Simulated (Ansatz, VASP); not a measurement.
AlN: VASP beside Ansatz

The input INCAR:

```
SYSTEM = AlN
PREC = Accurate
ENCUT = 520
EDIFF = 1E-6
ISMEAR = 0
SIGMA = 0.02
LREAL = .FALSE.
LASPH = .TRUE.
NELM = 60
ALGO = Normal
ISIF = 2
LWAVE = .FALSE.
LCHARG = .FALSE.
GGA = PE
NBANDS = 11
```

File KPOINTS:

```
Automatic mesh
0
G
  10 10 10
  0 0 0
```

The input POSCAR:

```
AlN
1.0
    0.0000000000      2.1382563756      2.1382563756
    2.1382563756      0.0000000000      2.1382563756
    2.1382563756      2.1382563756      0.0000000000
Al N
1 1
Direct
    0.0000000000      0.0000000000      0.0000000000
    0.7500000000      0.7500000000      0.7500000000
```

Input for Ansatz:

```yaml
crystal:
  lattice:
    - [0.0, 2.1382563756, 2.1382563756]
    - [2.1382563756, 0.0, 2.1382563756]
    - [2.1382563756, 2.1382563756, 0.0]
  atoms:
    - { symbol: Al, position: [0.0, 0.0, 0.0] }
    - { symbol: "N", position: [0.75, 0.75, 0.75] }
basis:
  ecutwfc: 420
kpoints:
  mp_grid: { grid: [10, 10, 10] }
  band_path: { path: [VBM, CBM], npoints: 2 }
hamiltonian:
  xc: pbe
scf:
  occupations: { method: gaussian, width: 0.02 }
output:
  forces: true
  stress: true
  eigenvalues: true
checkpoint:
  read: start.run
  write: ck
  compress: false
  write_wavefunctions: false
  write_every: 100000
```

Alike in both runs: task single point; functional PBE; k mesh 10 × 10 × 10; occupations gaussian, width 0.02 eV; no spin polarisation.

|  | VASP | Ansatz |
| --- | --- | --- |
| version | VASP 6.6.1 | Ansatz 0.2.0 |
| potentials or method | VASP PAW PBE potentials, release 64 (Al, N), cutoff 520 eV | scalar-relativistic, plane waves, PAW |
| valence electrons in the cell | 8 | 8 |

```tsv
	VASP	Ansatz	Ansatz less VASP
gap on the k mesh at the Fermi level (eV)	3.35	3.36	+0.010
least direct gap on the mesh (eV)	4.77	4.76	-0.013
pressure (GPa)	19.8	20.0	+0.23
```

With one functional, cell and mesh, what is left measures potentials, basis and numerics.
